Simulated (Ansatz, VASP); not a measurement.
Two plane-wave programs on Zn

```xyz
2
Lattice="2.6444 0.0000 0.0000 -1.3222 2.2901 0.0000 0.0000 0.0000 5.0323" Properties=species:S:1:pos:R:3 pbc="T T T"
Zn    0.0000    1.5267    1.2581
Zn    1.3222    0.7634    3.7742
```

Alike in both runs: functional PBE; k mesh 24 × 24 × 12; occupations gaussian, width 0.1 eV; no spin polarisation.

Ansatz relaxed the structure, and its values are those at the end. VASP's run is a single point on that final structure, the one shown.

```csv
,VASP,Ansatz
version,VASP 6.6.1,Ansatz 0.2.0
potentials or method,"VASP PAW PBE potentials, release 64 (Zn), cutoff 520 eV","scalar-relativistic, plane waves, PAW"
valence electrons in the cell,24,24
```

```tsv
	VASP	Ansatz	Ansatz less VASP
gap on the k mesh at the Fermi level (eV)	none	none	-
pressure (GPa)	0.8	0.0	-0.73
```

A gap of «none» marks a metal or a gap that the smearing closes.
